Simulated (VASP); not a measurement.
Set up this calculation in VASP 6.6.1, as the native input.

```
Task                   : single point
Functional             : PBEsol
Potentials or basis    : VASP PAW PBE potentials, release 64 (Bi_d, Te)
Cutoff                 : 520 eV
k mesh                 : 14 × 14 × 14
Occupations            : gaussian, width 0.15 eV
Spin                   : no spin polarisation
Dipole correction      : no
Further INCAR settings : ALGO = Normal; EDIFF = 1e-06; NBANDS = 18
```

The structure of BiTe lies in POSCAR:

```
BiTe
1.0
    0.0000000000      3.1864750000      3.1379500000
    3.1864750000      0.0000000000      3.1379500000
    3.1864750000      3.1864750000      0.0000000000
Bi Te
1 1
Direct
    0.0000000000      0.0000000000      0.0000000000
    0.5000000000      0.5000000000      0.5000000000
```

This cell differs from its parent crystal: strain -0.015 along x and y, -0.030 along z.

These files were run (other wordings do the same):

INCAR

```
  PREC = Accurate
  ENCUT = 520
  EDIFF = 1E-6
  ISMEAR = 0
  SIGMA = 0.15
  LREAL = F
  LASPH = T
  NELM = 80
  ALGO = Normal
  ISIF = 2
  LWAVE = F
  LCHARG = F
  GGA = PS
  NBANDS = 18
```

KPOINTS

```
Automatic mesh
0
Gamma
  14 14 14
```

Potentials or basis: VASP PAW PBE potentials, release 64 (Bi_d, Te).

The run is started by

```bash
$ cat potpaw_PBE.64/Bi_d/POTCAR potpaw_PBE.64/Te/POTCAR > POTCAR
$ mpirun -np 1 vasp_std > vasp.out
```

It gave:

```
Pressure               : 1.5 GPa
Band gap on the k mesh : zero (an odd number of electrons rules out a gap without spin polarisation)
```

Caveat: the cell differs from its parent crystal (strain -0.015 along x and y, -0.030 along z); the PAW data sets were made with another functional, which shifts forces and pressure a little; spin-orbit coupling is left out, which moves the levels of the heavy elements.

It took 3.1 min on 1 thread of Intel(R) Xeon(R) Platinum 8259CL CPU @ 2.50GHz (Skylake/Cascade Lake), on a shared host, peak memory 0.41 GiB.
